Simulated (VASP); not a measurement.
Set up this calculation in VASP 6.6.1, as the native input.

| Item | Value |
| --- | --- |
| Task | single point |
| Functional | BLYP |
| Potentials or basis | VASP PAW PBE potentials, release 64 (Ag) |
| Cutoff | 520 eV |
| k mesh | 10 × 10 × 10 |
| Occupations | fermi-dirac, width 0.1 eV |
| Spin | no spin polarisation |
| Dipole correction | no |
| Further INCAR settings | ALGO = Normal; EDIFF = 1e-07; NBANDS = 18 |

The structure of Ag lies in POSCAR:

```
Ag
1.0
    0.0000000000      3.2298537737      3.2298537737
    3.2298537737      0.0000000000      3.2298537737
    3.2298537737      3.2298537737      0.0000000000
Ag
2
Direct
    0.1250000000      0.1250000000      0.1250000000
    0.8750000000      0.8750000000      0.8750000000
```

This cell differs from its parent crystal: volume scaled by 1.04.

These files were run (other wordings do the same):

INCAR

```
  PREC = Accurate
  ENCUT = 520
  EDIFF = 1E-7
  ISMEAR = -1
  SIGMA = 0.1
  LREAL = F
  LASPH = T
  NELM = 60
  ALGO = Normal
  ISIF = 2
  LWAVE = F
  LCHARG = F
  GGA = B5
  ALDAX = 1.0
  AGGAX = 1.0
  AGGAC = 1.0
  ALDAC = 0.0
  NBANDS = 18
```

KPOINTS

```
regular mesh
0
Gamma
  10 10 10
```

Potentials or basis: VASP PAW PBE potentials, release 64 (Ag).

Run with:

```console
$ cat potpaw_PBE.64/Ag/POTCAR > POTCAR
$ mpirun -np 1 vasp_std > vasp.out
```

It gave:

The pressure is -0.8 GPa and the band gap on the k mesh is zero (band 11 reaches 2.44 eV, above the bottom of band 12 at 1.96 eV).

Caveat: the PAW data sets were made with another functional, which shifts forces and pressure a little.

Wall time 62 s on 1 thread of AMD EPYC 7R43 64-Core Processor (Zen 3) (shared host), peak memory 0.18 GiB.
